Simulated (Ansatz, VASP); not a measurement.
Given: the input of a run of VASP 6.6.1 on ZrB2.

The input INCAR:

```
SYSTEM = ZrB2
PREC = Accurate
ENCUT = 500
EDIFF = 1E-6
ISMEAR = -1
SIGMA = 0.03
LREAL = .FALSE.
LASPH = .TRUE.
NELM = 120
ALGO = Normal
ISIF = 2
LWAVE = .FALSE.
LCHARG = .TRUE.
GGA = PS
LELF = .TRUE.
LVHAR = .TRUE.
NBANDS = 16
GGA_COMPAT = .FALSE.
```

Contents of KPOINTS:

```
regular mesh
0
G
  6 6 5
  0 0 0
```

Contents of POSCAR:

```
ZrB2
1.0
    3.1700000000      0.0000000000      0.0000000000
   -1.5850000000      2.7453005300      0.0000000000
    0.0000000000      0.0000000000      3.5330000000
Zr B
1 2
Direct
    0.0000000000      0.0000000000      0.0000000000
    0.6666666667      0.3333333333      0.5000000000
    0.3333333333      0.6666666667      0.5000000000
```

Potentials or basis: VASP PAW PBE potentials, release 64 (Zr_sv, B).

The run is started by

```console
$ cat potpaw_PBE.64/Zr_sv/POTCAR potpaw_PBE.64/B/POTCAR > POTCAR
$ mpirun -np 1 vasp_std > vasp.out
```

Problem. Set up the same calculation for Ansatz 0.2.0. Potentials there: all-electron LAPW, scalar-relativistic.

Solution. As run (the cutoff follows the program's own potentials):

The input input.yaml:

```yaml
crystal:
  lattice:
    - [3.17, 0.0, 0.0]
    - [-1.585, 2.74530053, 0.0]
    - [0.0, 0.0, 3.533]
  atoms:
    - { symbol: Zr, position: [0.0, 0.0, 0.0] }
    - { symbol: B, position: [0.6666666667, 0.3333333333, 0.5] }
    - { symbol: B, position: [0.3333333333, 0.6666666667, 0.5] }
kpoints:
  mp_grid: { grid: [6, 6, 5] }
scf:
  occupations: { method: fermi_dirac, width: 0.03 }
hamiltonian:
  xc: pbesol
  pseudopotentials: { kind: all_electron, lapw: { basis_error: 0.002 } }
output:
  forces: true
  stress: true
  eigenvalues: true
```

Potentials or basis: all-electron LAPW, scalar-relativistic.

Launch:

```console
$ ansatz run input.yaml --threads 2 --pin off --max-ram 8192MiB --backend cpu --events-out ev --progress --plain --runs-dir out
```

Both were run:

|  | VASP | Ansatz | Ansatz less VASP |
| --- | --- | --- | --- |
| gap on the k mesh at the Fermi level (eV) | none | none | - |
| pressure (GPa) | -3.6 | -3.9 | -0.33 |
| traceless stress, the component that is largest in VASP (GPa) | -1.36 | -1.32 | +0.043 |

VASP's potentials were made for PBE, not for PBEsol. A gap of «none» marks a metal or a gap that the smearing closes. Ansatz ran all-electron here, and VASP with PAW potentials.

The k mesh is coarse, so the values compare programs but aren't converged. Noted on Ansatz's run: the k mesh is thin for a metal, which can move the energy by tens of meV per atom.
